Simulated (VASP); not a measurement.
Na: single point with LDA

The system is Na.

```
Na
1.0
     0.00000   -3.62051    0.00000
    -3.62051    0.00000    0.00000
     0.00000    0.00000   -5.08416
Na
2
Direct
  0.50000 0.50000 0.50000
  0.00000 0.00000 0.00000
```

| Quantity | Value |
| --- | --- |
| Program | VASP 6.6.1 |
| Task | single point |
| Functional | LDA |
| Potentials or basis | VASP PAW LDA potentials, release 64 (Na_pv) |
| Cutoff | 520 eV |
| k mesh | 12 × 12 × 10 |
| Occupations | gaussian, width 0.15 eV |
| Spin | no spin polarisation |
| Dipole correction | no |
| Further INCAR settings | ALGO = Fast; EDIFF = 1e-07; NBANDS = 14 |

```
Pressure               : -0.1 GPa
Band gap on the k mesh : zero (bands 7 and 8 overlap by 5.17 eV)
```

Stress tensor (GPa, compression positive):
```
-0.04  0.00  0.00
 0.00 -0.04  0.00
 0.00  0.00 -0.11
```

Levels at points of the mesh, in eV from the Fermi level:
```tsv
k point	band 4	band 5	band 6	band 7	band 8	band 9	band 10	band 11
(0.00, 0.00, 0.00)	-24.86	-24.86	-24.86	-3.51	1.94	2.51	6.55	7.57
(0.50, 0.00, 0.00)	-24.88	-24.86	-24.86	-0.62	-0.62	4.49	4.49	5.49
(0.50, 0.50, 0.00)	-24.88	-24.87	-24.87	1.86	1.86	2.43	2.43	6.61
(0.00, 0.00, 0.50)	-24.87	-24.87	-24.87	-2.02	-2.02	7.99	7.99	8.67
(0.50, 0.00, 0.50)	-24.86	-24.86	-24.86	0.59	0.59	1.03	1.03	10.64
(0.50, 0.50, 0.50)	-24.89	-24.88	-24.88	3.15	3.15	3.15	3.15	3.25
```

Run time: 50 s on 1 thread of Intel(R) Xeon(R) 6975P-C (Granite Rapids), on a shared host, peak memory 0.22 GiB.
